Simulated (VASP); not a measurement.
Wanted: the native input for a VASP 6.6.1 run.

```yaml
Task: electric field gradients
Functional: PBE
Potentials_or_basis: VASP PAW PBE potentials, release 64 (Sb)
Cutoff: 400 eV
k_mesh: 9 × 9 × 9
Occupations: fermi-dirac, width 0.05 eV
Spin: no spin polarisation
Dipole_correction: no
Further_INCAR_settings: ALGO = Normal; EDIFF = 1e-08; NBANDS = 12
```

The structure of Sb lies in POSCAR:

```
Sb
1.0
    2.0860823220      1.2044001902      3.7440000000
   -2.0860823220      1.2044001902      3.7440000000
    0.0000000000     -2.4088003803      3.7440000000
Sb
2
Direct
    0.2336400000      0.2336400000      0.2336400000
    0.7663600000      0.7663600000      0.7663600000
```

This cell differs from its parent crystal: equal xx and yy strain of -3 %.

One way to write it, as run:

INCAR

```
SYSTEM = Sb
  ALGO = Normal
  EDIFF = 1E-8
  ENCUT = 400
  GGA = PE
  GGA_COMPAT = .FALSE.
  ISIF = 2
  ISMEAR = -1
  LASPH = .TRUE.
  LCHARG = .FALSE.
  LEFG = .TRUE.
  LREAL = .FALSE.
  LWAVE = .FALSE.
  NBANDS = 12
  NELM = 120
  PREC = Accurate
  SIGMA = 0.05
```

KPOINTS

```
k-points
0
G
  9 9 9
  0 0 0
```

Potentials or basis: VASP PAW PBE potentials, release 64 (Sb).

Launch:

```sh
$ cat potpaw_PBE.64/Sb/POTCAR > POTCAR
$ mpirun -np 1 vasp_std > vasp.out
```

It gave:

The pressure is 7.9 GPa and the largest force is 0.632 eV/Å. The band gap on the k mesh is zero (band 5 reaches 8.39 eV, above the bottom of band 6 at 8.16 eV).

Caveat: the cell differs from its parent crystal (equal xx and yy strain of -3 %); without QUAD_EFG the Cq values of the log hold for a quadrupole moment of 1 mb, not for the nuclei; spin-orbit coupling is left out, which moves the levels of the heavy elements.

Run time: 23 s on 1 thread of Intel(R) Xeon(R) Platinum 8559C (Emerald Rapids), with other jobs on the host, peak memory 0.18 GiB.
